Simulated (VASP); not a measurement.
Here is a VASP 6.6.1 calculation.

Contents of INCAR:

```
ALGO     = Normal         # electronic algorithm
EDIFF    = 1E-6           # SCF threshold, eV
ENCUT    = 520            # plane-wave cutoff, eV
GGA      = PS             # functional
ISIF     = 2              # what is computed and relaxed
ISMEAR   = 1              # smearing method
LASPH    = T              # aspherical terms in the spheres
LCHARG   = F              # write CHGCAR
LREAL    = F              # projectors in reciprocal space
LWAVE    = F              # write WAVECAR
NBANDS   = 13             # bands
NELM     = 60             # most SCF steps
PREC     = Accurate       # precision mode
SIGMA    = 0.1            # smearing width, eV
```

The input KPOINTS:

```
k-points
0
Gamma
  12 12 12
```

The input POSCAR:

```
W
1.0
    0.0000000000      2.0698140295      2.0698140295
    2.0698140295      0.0000000000      2.0698140295
    2.0698140295      2.0698140295      0.0000000000
W
1
Direct
    0.0000000000      0.0000000000      0.0000000000
```

Potentials or basis: VASP PAW PBE potentials, release 64 (W_sv).

Launch:

```bash
$ cat potpaw_PBE.64/W_sv/POTCAR > POTCAR
$ mpirun -np 1 vasp_std > vasp.out
```

**Question.** What does it give for the pressure?

**Answer.** -25.6 GPa.

**Question.** What does it give for the band gap on the k mesh?

**Answer.** Zero (band 7 reaches 11.96 eV, above the bottom of band 8 at 8.82 eV).

Caveat: the PAW data sets were made with another functional, which shifts forces and pressure a little; spin-orbit coupling is left out, which moves the levels of the heavy elements.
